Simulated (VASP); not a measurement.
# CaInC4N4 (P4/mmm) in VASP: single point with PBE

Aim: the single point of CaInC4N4 with PBE.

Program: VASP 6.6.1. These are calculated values, not measurements. Logs are shortened: lines on timing, memory, paths and dates and some standing lists are left out, and cuts for length are marked.

**1. The cell of the first run**

The structure is tetragonal, space group P4/mmm (No. 123). Conventional cell: a = 8.240 Å, b = 8.240 Å, c = 3.826 Å, α = 90.00°, β = 90.00°, γ = 90.00°. Ca (site symmetry 4/mmm) has 4 C at 2.49 Å within 3.3 Å. In (site symmetry 4/mmm) has 4 N at 2.17 Å within 2.9 Å. C (site symmetry m2m) has 1 N at 1.17 Å within 1.6 Å. N (site symmetry m2m) has 1 C at 1.17 Å within 1.6 Å.

**2. Single point, PBE**

File INCAR:

```
PREC = Accurate
ENCUT = 520
EDIFF = 1E-6
ISMEAR = 0
SIGMA = 0.1
LREAL = F
LASPH = T
NELM = 80
ALGO = Normal
ISIF = 2
LWAVE = F
LCHARG = F
GGA = PE
NBANDS = 40
```

File KPOINTS:

```
regular mesh
0
Gamma
  6 6 10
```

File POSCAR:

```
CaInC4N4
1.0
    8.2401560831      0.0000000000      0.0000000000
    0.0000000000      8.2401560831      0.0000000000
    0.0000000000      0.0000000000      3.8259508063
Ca In C N
1 1 4 4
Direct
    0.0000000000      0.0000000000      0.0000000000
    0.5000000000      0.5000000000      0.0000000000
    0.2138019484      0.7861980516      0.0000000000
    0.7861980516      0.2138019484      0.0000000000
    0.2138019484      0.2138019484      0.0000000000
    0.7861980516      0.7861980516      0.0000000000
    0.3142009688      0.6857990312      0.0000000000
    0.6857990312      0.3142009688      0.0000000000
    0.3142009688      0.3142009688      0.0000000000
    0.6857990312      0.6857990312      0.0000000000
```

Potentials or basis: VASP PAW PBE potentials, release 64 (Ca_sv, In_d, C, N).

Launch:

```sh
cat potpaw_PBE.64/Ca_sv/POTCAR potpaw_PBE.64/In_d/POTCAR potpaw_PBE.64/C/POTCAR potpaw_PBE.64/N/POTCAR > POTCAR
mpirun -np 1 vasp_std > vasp.out
```

OUTCAR:

```text
PREC = Accurate
   ENCUT = 520
   EDIFF = 1E-6
   ISMEAR = 0
   LREAL = F
   LASPH = T
   NELM = 80
   ISIF = 2
   GGA = PE

 ion  position               nearest neighbor table
   1  0.000  0.000  0.000-   3 2.49   4 2.49   5 2.49   6 2.49
   2  0.500  0.500  0.000-   7 2.17   8 2.17   9 2.17  10 2.17
   3  0.214  0.786  0.000-   7 1.17   1 2.49
   4  0.786  0.214  0.000-   8 1.17   1 2.49
   5  0.214  0.214  0.000-   9 1.17   1 2.49
   6  0.786  0.786  0.000-  10 1.17   1 2.49
   7  0.314  0.686  0.000-   3 1.17   2 2.17
   8  0.686  0.314  0.000-   4 1.17   2 2.17
   9  0.314  0.314  0.000-   5 1.17   2 2.17
  10  0.686  0.686  0.000-   6 1.17   2 2.17

  LATTYP: Found a simple tetragonal cell.
 ALAT       =     8.2401560831
 C/A-ratio  =     0.4643056233

  Lattice vectors:

 A1 = (   8.2401560831,   0.0000000000,   0.0000000000)
 A2 = (   0.0000000000,   8.2401560831,   0.0000000000)
 A3 = (   0.0000000000,   0.0000000000,   3.8259508063)

Analysis of symmetry for initial positions (statically):
=====================================================================
 Subroutine PRICEL returns:
 Original cell was already a primitive cell.

 Routine SETGRP: Setting up the symmetry group for a
 simple tetragonal supercell.

 Subroutine GETGRP returns: Found 16 space group operations
 (whereof 16 operations were pure point group operations)
 out of a pool of 16 trial point group operations.

The static configuration has the point symmetry D_4h.

Analysis of symmetry for dynamics (positions and initial velocities):
=====================================================================
 Subroutine PRICEL returns:
 Original cell was already a primitive cell.

 Routine SETGRP: Setting up the symmetry group for a
 simple tetragonal supercell.

 Subroutine GETGRP returns: Found 16 space group operations
 (whereof 16 operations were pure point group operations)
 out of a pool of 16 trial point group operations.

The dynamic configuration has the point symmetry D_4h.

 Subroutine INISYM returns: Found 16 space group operations
 (whereof 16 operations are pure point group operations),
 and found     1 'primitive' translations

----------------------------------------------------------------------------------------

                                     Primitive cell

  volume of cell :     259.7827

  direct lattice vectors                    reciprocal lattice vectors
     8.240156083  0.000000000  0.000000000     0.121356925  0.000000000  0.000000000
     0.000000000  8.240156083  0.000000000     0.000000000  0.121356925  0.000000000
     0.000000000  0.000000000  3.825950806     0.000000000  0.000000000  0.261372937

  length of vectors
     8.240156083  8.240156083  3.825950806     0.121356925  0.121356925  0.261372937

  position of ions in fractional coordinates (direct lattice)
     0.000000000  0.000000000  0.000000000
     0.500000000  0.500000000  0.000000000
     0.213801948  0.786198052  0.000000000
     0.786198052  0.213801948  0.000000000
     0.213801948  0.213801948  0.000000000
     0.786198052  0.786198052  0.000000000
     0.314200969  0.685799031  0.000000000
     0.685799031  0.314200969  0.000000000
     0.314200969  0.314200969  0.000000000
     0.685799031  0.685799031  0.000000000

  ion indices of the primitive-cell ions
   primitive index   ion index
                 1           1
                 2           2
                 3           3
                 4           4
                 5           5
                 6           6
                 7           7
                 8           8
                 9           9
                10          10

----------------------------------------------------------------------------------------

 KPOINTS: regular mesh

Automatic generation of k-mesh.
 Grid dimensions read from file:
 generate k-points for:    6    6   10

 Generating k-lattice:

  Cartesian coordinates                     Fractional coordinates (reciprocal lattice)
     0.020226154  0.000000000  0.000000000     0.166666667  0.000000000  0.000000000
     0.000000000  0.020226154  0.000000000     0.000000000  0.166666667  0.000000000
     0.000000000  0.000000000  0.026137294     0.000000000  0.000000000  0.100000000

  Length of vectors
     0.020226154  0.020226154  0.026137294

  Shift w.r.t. Gamma in fractional coordinates (k-lattice)
     0.000000000  0.000000000  0.000000000

 Subroutine IBZKPT returns following result:
 ===========================================

 Found     60 irreducible k-points:

 Following reciprocal coordinates:
            Coordinates               Weight
  0.000000  0.000000  0.000000      1.000000
  0.166667  0.000000  0.000000      4.000000
  0.333333  0.000000  0.000000      4.000000
  0.500000  0.000000  0.000000      2.000000
  0.166667  0.166667  0.000000      4.000000
  0.333333  0.166667  0.000000      8.000000
[... 16 lines left out ...]
  0.333333  0.000000  0.200000      8.000000
  0.500000  0.000000  0.200000      4.000000
 [... further k-points ...]
   k-points           NKPTS =     60   k-points in BZ     NKDIM =     60   number of bands    NBANDS=     40
   number of dos      NEDOS =    301   number of ions     NIONS =     10
   total plane-waves  NPLWV = 114688
   dimension x,y,z NGX =    64 NGY =   64 NGZ =   28
   dimension x,y,z NGXF=   128 NGYF=  128 NGZF=   56
   ions per type =               1   1   4   4
   NGX,Y,Z   is equivalent  to a cutoff of  12.91, 12.91, 12.17 a.u.
   NGXF,Y,Z  is equivalent  to a cutoff of  25.82, 25.82, 24.33 a.u.
 SYSTEM =  unknown system
   PREC   = accura    normal or accurate (medium, high low for compatibility)
   ISTART =      0    job   : 0-new  1-cont  2-samecut
   ICHARG =      2    charge: 1-file 2-atom 10-const
   ISPIN  =      1    spin polarized calculation?
   LNONCOLLINEAR =      F non collinear calculations
   LSORBIT =      F    spin-orbit coupling
   LASPH  =      T    aspherical Exc in radial PAW
   ENCUT  =  520.0 eV  38.22 Ry    6.18 a.u.  15.32 15.32  7.11*2*pi/ulx,y,z
   NELM   =     80;   NELMIN=  2; NELMDL= -5     # of ELM steps
   EDIFF  = 0.1E-05   stopping-criterion for ELM
   LREAL  =      F    real-space projection
   EDIFFG = 0.1E-04   stopping-criterion for IOM
   NSW    =      0    number of steps for IOM
   IBRION =     -1    ionic relax: 0-MD 1-quasi-New 2-CG
   NFREE  =      0    steps in history (QN), initial steepest desc. (CG)
   ISIF   =      2    stress and relaxation
   ISYM   =      2    0-nonsym 1-usesym 2-fastsym
   POTIM  = 0.5000    time-step for ionic-motion
   TEBEG  =    0.0;   TEEND  =   0.0 temperature during run
   PSTRESS=    0.0 pullay stress
   NELECT =      59.0000    total number of electrons
   NUPDOWN=      -1.0000    fix difference up-down
   EMIN   =  10.00;   EMAX   =-10.00  energy-range for DOS
   EFERMI =   0.00;   METHOD = LEGACY
   ISMEAR =     0;   SIGMA  =   0.10  broadening in eV -4-tet -1-fermi 0-gaus
   EFERMI_NEDOS =   21; number of points for ismear=-14 and -15
   IALGO  =     38    algorithm
   IMIX   =      4    mixing-type and parameters
     AMIX     =   0.40;   BMIX     =  1.00
     AMIX_MAG =   1.60;   BMIX_MAG =  1.00
  volume/ion in A,a.u.               =      25.98       175.31
  Fermi-wavevector in a.u.,A,eV,Ry     =   0.998823  1.887503 13.573830  0.997648
  Thomas-Fermi vector in A             =   2.131073
   LORBIT       =      0    0 simple, 1 ext, 2 COOP (PROOUT), +10 PAW based schemes
   GGA     = PE    functional components
   LHFCALC =     F    Hartree Fock is set to
   AEXX    =    0.0000 exact exchange contribution
   IVDW    =     0    specifies the selected vdW correction
   LEPSILON=     F    determine dielectric tensor
   LRPA    =     F    only Hartree local field effects (RPA)
 non-spin polarized calculation
 Gauss-broadening in eV      SIGMA  =   0.10
  energy-cutoff  :      520.00
  volume of cell :      259.78
 maximum number of plane-waves:      7054
 NGX is ok and might be reduce to    64
   NGX = 31   NGY = 31   NGZ = 15

 number of electron      58.9999995 magnetization

 Free energy of the ion-electron system (eV)
  ---------------------------------------------------
  ext. energy  EPLUGINS =         0.00000000
  ---------------------------------------------------
  free energy    TOTEN  =       -70.93152746 eV

  energy without entropy =      -70.92581038  energy(sigma->0) =      -70.92866892

 E-fermi :   0.3633     XC(G=0):  -6.5096

 val. band max:        0.3223429439   @ k =   0.5000   0.3333   0.3000
 cond. band min:       0.3669963691   @ k =   0.5000   0.5000   0.3000
 fundamental gap:      0.0446534253
 Fermi energy:         0.3632939546

 k-point     1 :       0.0000    0.0000    0.0000
  band No.  band energies     occupation
      1     -41.6552      2.00000
      2     -22.9158      2.00000
      3     -22.5547      2.00000
      4     -22.5547      2.00000
      5     -18.6634      2.00000
      6     -18.5766      2.00000
[... 32 lines left out ...]
     39       4.3850      0.00000
     40       4.8620      0.00000

 k-point     2 :       0.1667    0.0000    0.0000
  band No.  band energies     occupation
      1     -41.6552      2.00000
      2     -22.9158      2.00000
      3     -22.5547      2.00000
      4     -22.5547      2.00000
      5     -18.6613      2.00000
      6     -18.5766      2.00000
[... 935 lines left out ...]
     39       4.0843      0.00000
     40       4.4046      0.00000

 k-point    24 :       0.5000    0.0000    0.2000
  band No.  band energies     occupation
      1     -41.6531      2.00000
      2     -22.9464      2.00000
      3     -22.5516      2.00000
      4     -22.5516      2.00000
      5     -18.6393      2.00000
      6     -18.5635      2.00000
[... 32 lines left out ...]
     39       3.9439      0.00000
     40       4.0975      0.00000

 [... further k-points ...]

------------------------ aborting loop because EDIFF is reached ----------------------------------------

  FORCE on cell =-STRESS in cart. coord.  units (eV):
  Direction    XX          YY          ZZ          XY          YZ          ZX
  --------------------------------------------------------------------------------------
  -------------------------------------------------------------------------------------
  Total        0.8736789      0.8736789     -0.0663998      0.0000000     -0.0000000      0.0000000
  in kB        5.3883049      5.3883049     -0.4095123      0.0000000     -0.0000000      0.0000000
  external PRESSURE =       3.4556992 kB  Pullay stress =       0.0000000 kB

 VOLUME and BASIS-vectors are now :
 -----------------------------------------------------------------------------
  energy-cutoff  :      520.00
  volume of cell :      259.78
      direct lattice vectors                 reciprocal lattice vectors
     8.240156083  0.000000000  0.000000000     0.121356925  0.000000000  0.000000000
     0.000000000  8.240156083  0.000000000     0.000000000  0.121356925  0.000000000
     0.000000000  0.000000000  3.825950806     0.000000000  0.000000000  0.261372937

 POSITION                                       TOTAL-FORCE (eV/Angst)
 -----------------------------------------------------------------------------------
      0.00000      0.00000      0.00000        -0.000000      0.000000      0.000000
      4.12008      4.12008      0.00000        -0.000000      0.000000      0.000000
      1.76176      6.47839      0.00000        -0.264251      0.264251     -0.000000
      6.47839      1.76176      0.00000         0.264251     -0.264251      0.000000
      1.76176      1.76176      0.00000        -0.264251     -0.264251      0.000000
      6.47839      6.47839      0.00000         0.264251      0.264251      0.000000
      2.58907      5.65109      0.00000         0.275859     -0.275859      0.000000
      5.65109      2.58907      0.00000        -0.275859      0.275859     -0.000000
      2.58907      2.58907      0.00000         0.275859      0.275859      0.000000
      5.65109      5.65109      0.00000        -0.275859     -0.275859     -0.000000
 -----------------------------------------------------------------------------------
    total drift:                               -0.000000     -0.000000     -0.000000

  FREE ENERGIE OF THE ION-ELECTRON SYSTEM (eV)
  ---------------------------------------------------
  free  energy   TOTEN  =       -70.9315274567 eV

  energy  without entropy=      -70.9258103767  energy(sigma->0) =      -70.92866892
```

It took 12 min on 1 thread of Intel Xeon Platinum 8259CL at 2.50GHz (Skylake/Cascade Lake), shared host; peak memory 0.73 GiB.

Results:

```
Free energy            : -70.9315 eV
Pressure               : 0.3 GPa
Largest force          : 0.390 eV/Å
Band gap on the k mesh : zero (an odd number of electrons rules out a gap without spin polarisation)
```

Forces on the atoms (eV/Å):
```
Ca   0.000  0.000  0.000
In   0.000  0.000  0.000
C   -0.264  0.264  0.000
C    0.264 -0.264  0.000
C   -0.264 -0.264  0.000
C    0.264  0.264  0.000
N    0.276 -0.276  0.000
N   -0.276  0.276  0.000
N    0.276  0.276  0.000
N   -0.276 -0.276  0.000
```

Stress tensor (GPa, compression positive):
```
 0.54  0.00  0.00
 0.00  0.54  0.00
 0.00  0.00 -0.04
```

Levels at points of the mesh, in eV from the Fermi level:
```tsv
k point	band 26	band 27	band 28	band 29	band 30	band 31	band 32	band 33
(0.00, 0.00, 0.00)	-4.62	-4.56	-4.52	-4.17	0.21	0.51	1.01	2.49
(0.50, 0.00, 0.00)	-4.59	-4.59	-4.58	-3.99	0.39	0.41	1.19	2.10
(0.50, 0.50, 0.00)	-4.62	-4.59	-4.33	-4.33	0.37	0.39	1.49	2.49
(0.00, 0.00, 0.50)	-4.46	-4.31	-4.31	-4.01	-0.62	0.94	0.94	1.37
(0.50, 0.00, 0.50)	-4.59	-4.54	-4.43	-3.76	-0.55	0.91	1.03	1.54
(0.50, 0.50, 0.50)	-4.70	-4.49	-4.12	-4.12	-0.30	0.95	0.95	1.01
```

Caveat: spin-orbit coupling is left out, which moves the levels of the heavy elements.

The gap in the log of VASP goes by the Fermi energy; the results here count the filled bands.